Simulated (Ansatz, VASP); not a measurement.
Rh in VASP and in Ansatz

POSCAR

```
Rh
1.0
    0.0000000000      1.9008071574      1.9008071574
    1.9008071574      0.0000000000      1.9008071574
    1.9008071574      1.9008071574      0.0000000000
Rh
1
Direct
    0.0000000000      0.0000000000      0.0000000000
```

INCAR.step1

```
SYSTEM = Rh
PREC = Accurate ; ENCUT = 680
ISMEAR = -1 ; SIGMA = 0.1
LREAL = .FALSE. ; LASPH = .TRUE.
NELM = 120 ; NBANDS = 14
GGA = PE ; ALGO = Normal
EDIFF = 1E-5 ; LWAVE = .TRUE.
LCHARG = .FALSE. ; GGA_COMPAT = .FALSE.
```

Contents of INCAR.step2:

```
SYSTEM = Rh
PREC = Accurate ; ENCUT = 680
EDIFF = 1E-6 ; ISMEAR = -1
SIGMA = 0.1 ; LREAL = .FALSE.
LASPH = .TRUE. ; NELM = 120
ALGO = Normal ; ISIF = 2
LWAVE = .FALSE. ; LCHARG = .FALSE.
METAGGA = R2SCAN ; LMIXTAU = .TRUE.
NBANDS = 14 ; ISTART = 1
GGA_COMPAT = .FALSE.
```

Contents of KPOINTS:

```
regular mesh
0
G
  5 5 5
  0 0 0
```

Input for Ansatz:

```yaml
crystal:
  lattice:
    - [0.0, 1.9008071574, 1.9008071574]
    - [1.9008071574, 0.0, 1.9008071574]
    - [1.9008071574, 1.9008071574, 0.0]
  atoms:
    - { symbol: Rh, position: [0.0, 0.0, 0.0] }
hamiltonian:
  xc: r2scan
  pseudopotentials:
    kind: paw
    azcp:
      Rh: "pseudopotentials/Rh.paw.azcp"
basis:
  ecutwfc: 500
  fft_grid_basis: typed
kpoints:
  mp_grid: { grid: [5, 5, 5], shift: [0, 0, 0] }
magnetization:
  spin_polarized: false
scf:
  occupations: { method: fermi_dirac, width: 0.1 }
  lower_state_search: "off"
output:
  stress: true
```

Alike in both runs: task single point; functional r2SCAN; k mesh 5 × 5 × 5; occupations fermi-dirac, width 0.1 eV; no spin polarisation.

|  | VASP | Ansatz |
| --- | --- | --- |
| version | VASP 6.6.1 | Ansatz 0.2.0 |
| potentials or method | VASP PAW PBE potentials, release 64 (Rh_sv_GW), cutoff 680 eV | plane waves (500 eV) with PAW, scalar-relativistic |
| valence electrons in the cell | 17 | 17 |

|  | VASP | Ansatz | Ansatz less VASP |
| --- | --- | --- | --- |
| pressure (GPa) | 2.9 | 2.8 | -0.10 |

VASP's potentials were made for PBE, not for r2SCAN. The functional is the same, so the differences come from potentials, cutoffs and numerics.

The k mesh is coarse, so the values compare programs but aren't converged.
